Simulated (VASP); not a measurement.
A run of VASP 6.6.1 is set up as follows.

Contents of INCAR:

```
SYSTEM = C
ALGO = Normal
DIPOL = 0.5 0.5 0.356
EDIFF = 1E-6
ENCUT = 520
GGA = PE
IDIPOL = 3
ISIF = 2
ISMEAR = 0
IVDW = 12
LASPH = .True.
LCHARG = .False.
LDIPOL = .True.
LREAL = .False.
LWAVE = .False.
NBANDS = 16
NELM = 60
PREC = Accurate
SIGMA = 0.1
```

The input KPOINTS:

```
k-points
0
Gamma
  15 15 1
  0 0 0
```

Contents of POSCAR:

```
C
1.0
    2.4657189596      0.0000000000      0.0000000000
   -1.2328594798      2.1353752576      0.0000000000
    0.0000000000      0.0000000000     17.5000000000
C
4
Direct
    0.3333333333      0.6666666666      0.2571429258
    0.6666666667      0.3333333333      0.2571426180
    0.3333333333      1.0000000000      0.4546391115
    0.6666666667      0.6666666667      0.4546391115
```

Potentials or basis: VASP PAW PBE potentials, release 64 (C).

Run with:

```console
$ cat potpaw_PBE.64/C/POTCAR > POTCAR
$ mpirun -np 1 vasp_std > vasp.out
```

Problem. Estimate the largest force.

Solution. 0.007 eV/Å.

Problem. What does it give for the dispersion energy per atom?

Solution. -0.117 eV.

Forces in eV/Å, atoms in the order of the input:
```
C    0.005 -0.006  0.000
C    0.002 -0.007  0.000
C   -0.002  0.007  0.000
C   -0.005  0.006  0.000
```
